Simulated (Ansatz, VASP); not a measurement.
MgSn4N in VASP and in Ansatz

```
Mg Sn N
1.0
     0.00000    4.26316    4.26316
     4.26316    0.00000    4.26316
     4.26316    4.26316    0.00000
Mg Sn N
1 4 1
Direct
  0.25000 0.25000 0.25000
  0.12440 0.62520 0.62520
  0.62520 0.12440 0.62520
  0.62520 0.62520 0.12440
  0.62520 0.62520 0.62520
  0.00000 0.00000 0.00000
```

Change from the starting cell: species swapped into the ErInNi4 type (F-43m, No. 216).

Alike in both runs: functional PBE; k mesh 4 × 4 × 4; occupations gaussian, width 0.1 eV; no spin polarisation.

Ansatz relaxed the structure, and its values are those at the end. VASP's run is a single point on that final structure, the one shown.

|  | VASP | Ansatz |
| --- | --- | --- |
| version | VASP 6.6.1 | Ansatz 0.2.0 |
| potentials or method | VASP PAW PBE potentials, release 64 (Mg, Sn_d, N), cutoff 520 eV | scalar-relativistic, plane waves, PAW |
| valence electrons in the cell | 63 | 71 |

|  | VASP | Ansatz | Ansatz less VASP |
| --- | --- | --- | --- |
| gap on the k mesh at the Fermi level (eV) | none | none | - |
| pressure (GPa) | 0.0 | 0.1 | +0.08 |
| rms of the force components (eV/Å) | 0.006 | 0.006 | +0.0004 |

A gap of «none» marks a metal or a gap that the smearing closes. VASP's potentials hold 63 valence electrons a cell and Ansatz's 71, so a difference there can come from the potentials and not from the codes.
